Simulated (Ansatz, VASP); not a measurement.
One calculation of Ta, two programs

```
Ta
1.0
    -1.79639    1.65948    1.90841
     1.79639   -1.65948    1.90841
     1.79639    1.65948   -1.90841
Ta
1
Direct
  0.00000 0.00000 0.00000
```

Change from the starting cell: normal strain along x +0.0825, normal strain along z +0.1500.

Alike in both runs: task single point; functional PBE; k mesh 18 × 18 × 18; occupations gaussian, width 0.15 eV; no spin polarisation.

|  | VASP | Ansatz |
| --- | --- | --- |
| version | VASP 6.6.1 | Ansatz 0.2.0 |
| potentials or method | VASP PAW PBE potentials, release 64 (Ta_pv), cutoff 520 eV | scalar-relativistic, plane waves, PAW |
| valence electrons in the cell | 11 | 13 |

```tsv
	VASP	Ansatz	Ansatz less VASP
gap on the k mesh at the Fermi level (eV)	none	none	-
pressure (GPa)	-27.2	-27.2	+0.09
traceless stress, the component that is largest in VASP (GPa)	-2.21	-2.21	+0.005
```

A gap of «none» marks a metal or a gap that the smearing closes. The functional is the same, so the differences come from potentials, cutoffs and numerics. VASP's potentials hold 11 valence electrons a cell and Ansatz's 13, so a difference there can come from the potentials and not from the codes.

Spin-orbit coupling is off throughout.
